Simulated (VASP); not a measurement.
Runs of VASP 6.6.1 on Ta. The structure is that of space group Im-3m (No. 229), or close to it. The cells are those of the table. 

```tsv
cell	gap on the mesh (eV)	pressure (GPa)
a = 2.930 Å, angles 109.5°, 1 atom	none	(b)
a = 2.907 Å, angles 109.5°, 1 atom	none	-5.2
a = 2.761 Å, angles 109.5°, 1 atom	none	32.8
a = 2.836 Å, angles 109.5°, 1 atom	none	10.7
a = 2.787 Å, angles 109.5°, 1 atom	none	(c)
a = 2.860 Å, angles 109.5°, 1 atom	none	5.1
a = 2.884 Å, angles 109.5°, 1 atom	none	-0.3
a = 2.812 Å, angles 109.5°, 1 atom	none	(a)
a = 2.952 Å, angles 109.5°, 1 atom	none	-13.0
```

Alike in all rows: task single point; level PBE; potentials or basis VASP PAW PBE potentials, release 64 (Ta_pv); no spin polarisation; k mesh 10 × 10 × 10; cutoff (eV) 500; smearing methfessel-paxton 0.05 eV.

Q: Fill in the values left out.

A: (a) 17.3; (b) -9.4; (c) 24.5.

Caveats: spin-orbit coupling is left out, which moves the levels of the heavy elements.

A k mesh can miss the band edges, and the runs leave out spin-orbit coupling on Ta.

A gap of «none» marks levels without a gap at the run's occupations.
